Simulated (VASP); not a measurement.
Here is a VASP 6.6.1 calculation.

Contents of INCAR:

```
ALGO     = Normal         # electronic algorithm
EDIFF    = 1E-6           # SCF threshold, eV
ENCUT    = 520            # plane-wave cutoff, eV
GGA      = PE             # functional
ISIF     = 2              # what is computed and relaxed
ISMEAR   = 0              # smearing method
LASPH    = True           # aspherical terms in the spheres
LCHARG   = False          # write CHGCAR
LREAL    = False          # projectors in reciprocal space
LWAVE    = False          # write WAVECAR
NBANDS   = 16             # bands
NELM     = 80             # most SCF steps
PREC     = Accurate       # precision mode
SIGMA    = 0.05           # smearing width, eV
```

File KPOINTS:

```
k-points
0
Gamma
  10 10 10
```

The input POSCAR:

```
Si
1.0
   -3.3178148769      3.3178148769      1.9143955111
    3.3178148769     -3.3178148769      1.9143955111
    3.3178148769      3.3178148769     -1.9143955111
Si
4
Direct
    0.1483061898      0.1483061898      0.3572210152
    0.7910851746      0.7910851746      0.6427789848
    0.2089148254      0.8516938102      0.0000000000
    0.8516938102      0.2089148254      0.0000000000
```

Potentials or basis: VASP PAW PBE potentials, release 64 (Si).

Launch:

```bash
$ cat potpaw_PBE.64/Si/POTCAR > POTCAR
$ mpirun -np 1 vasp_std > vasp.out
```

(1) Estimate the largest force.

(2) Estimate the band gap on the k mesh.

Answers

(1) 0.270 eV/Å.

(2) 0.24 eV (least direct gap 0.66 eV).

Caveat: the cell differs from its parent crystal (atoms displaced along a vibrational mode, the cell strained).
